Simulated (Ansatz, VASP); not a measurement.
ZrTa2C2: VASP beside Ansatz

```
Zr Ta C
1.0
     1.59887    0.92311    7.67147
    -1.59887    0.92311    7.67147
     0.00000   -1.84622    7.67147
Zr Ta C
1 2 2
Direct
  0.00000 0.00000 0.00000
  0.21975 0.21975 0.21975
  0.78025 0.78025 0.78025
  0.39645 0.39645 0.39645
  0.60355 0.60355 0.60355
```

Change from the starting cell: species swapped into the CaIn2N2 type (C2/m, No. 12).

Alike in both runs: functional PBE; k mesh 12 × 12 × 12; occupations gaussian, width 0.1 eV; no spin polarisation.

Ansatz relaxed the structure, and its values are those at the end. VASP's run is a single point on that final structure, the one shown.

|  | VASP | Ansatz |
| --- | --- | --- |
| version | VASP 6.6.1 | Ansatz 0.2.0 |
| potentials or method | VASP PAW PBE potentials, release 64 (Zr_sv, Ta_pv, C), cutoff 520 eV | scalar-relativistic, plane waves, PAW |
| valence electrons in the cell | 42 | 46 |

VASP gave:

| Item | Value |
| --- | --- |
| gap on the k mesh at the Fermi level (eV) | none |
| pressure (GPa) | 0.3 |
| rms of the force components (eV/Å) | 0.012 |

Which values does Ansatz return?

gap on the k mesh at the Fermi level (eV): none; pressure (GPa): 0.0; rms of the force components (eV/Å): 0.001.

A gap of «none» marks a metal or a gap that the smearing closes. With one functional, cell and mesh, what is left measures potentials, basis and numerics. VASP's potentials hold 42 valence electrons a cell and Ansatz's 46, so a difference there can come from the potentials and not from the codes.

Neither program's run includes spin-orbit coupling.
